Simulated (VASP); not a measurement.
K: single point with LDA

Crystal: K.

```
K
1.0
     3.02903    0.00000    0.00000
     0.00000    3.02903    0.00000
     0.00000    0.00000    3.02903
K
1
Direct
  0.00000 0.00000 0.00000
```

This cell differs from its parent crystal: volume scaled by 0.4.

```json
{
 "Program": "VASP 6.6.1",
 "Task": "single point",
 "Functional": "LDA",
 "Potentials or basis": "VASP PAW LDA potentials, release 64 (K_sv)",
 "Cutoff": "500 eV",
 "k mesh": "9 × 9 × 9",
 "Occupations": "fermi-dirac, width 0.05 eV",
 "Spin": "no spin polarisation"
}
```

| Property | Result |
| --- | --- |
| Pressure | 12.9 GPa |

Levels at points of the mesh, in eV from the Fermi level:
```csv
k point,band 2,band 3,band 4,band 5,band 6,band 7,band 8,band 9
"(0.00, 0.00, 0.00)",-15.19,-15.19,-15.19,-3.09,2.18,2.18,9.17,9.17
```

Run time: 8 s on 1 thread of AMD EPYC 7R13, on a shared host, peak memory 0.1 GiB.
